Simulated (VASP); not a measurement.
## Si3C: single point with PBE

The system is Si3C.

```
CELL_PARAMETERS angstrom
2.77332 0.00000 0.00000
0.00000 2.72954 0.00000
0.00000 0.00000 6.07431
ATOMIC_POSITIONS crystal
Si 0.00000 0.00000 0.70257
Si 0.50000 0.50000 0.00000
Si 0.00000 0.00000 0.29743
C 0.50000 0.50000 0.50000
```

| Property | Result |
| --- | --- |
| Program | VASP 6.6.1 |
| Task | single point |
| Functional | PBE |
| Potentials or basis | VASP PAW PBE potentials, release 64 (Si, C) |
| Cutoff | 520 eV |
| k mesh | 6 × 4 × 4 |
| Occupations | gaussian, width 0.1 eV |
| Spin | no spin polarisation |

- Pressure: 0.2 GPa
- Largest force: 0.010 eV/Å
- Band gap on the k mesh: zero (bands 8 and 9 overlap by 5.55 eV)

Forces on the atoms (eV/Å):
```
Si   0.000  0.000 -0.010
Si   0.000  0.000  0.000
Si   0.000  0.000  0.010
C    0.000  0.000  0.000
```

Stress tensor (GPa, compression positive):
```
0.11 0.00 0.00
0.00 0.18 0.00
0.00 0.00 0.28
```

Levels at points of the mesh, in eV from the Fermi level:
| k point | band 5 | band 6 | band 7 | band 8 | band 9 | band 10 |
| --- | --- | --- | --- | --- | --- | --- |
| (0.00, 0.00, 0.00) | -1.42 | -1.05 | -0.32 | 1.95 | 3.88 | 3.97 |
| (0.50, 0.00, 0.00) | -7.37 | -6.78 | 0.72 | 0.79 | 3.63 | 3.77 |
| (0.00, 0.50, 0.00) | -7.31 | -6.57 | 0.60 | 0.83 | 3.56 | 3.92 |
| (0.50, 0.50, 0.00) | -3.52 | -3.41 | -3.38 | -3.32 | -2.52 | -2.40 |
| (0.00, 0.00, 0.50) | -1.37 | -1.01 | 1.49 | 3.03 | 3.61 | 3.79 |
| (0.50, 0.00, 0.50) | -3.77 | -3.38 | -3.27 | -1.53 | 0.80 | 6.13 |
| (0.00, 0.50, 0.50) | -3.62 | -3.28 | -3.13 | -1.38 | 0.62 | 5.81 |
| (0.50, 0.50, 0.50) | -5.02 | -4.98 | -4.88 | -4.01 | -0.40 | 1.07 |

Wall time 12 s on 1 thread of Intel(R) Xeon(R) Platinum 8488C (Sapphire Rapids) (shared host), peak memory 0.16 GiB.

Caveat: the k points lie up to 0.58 Å⁻¹ apart, too coarse for converged energies and pressures of a metal.
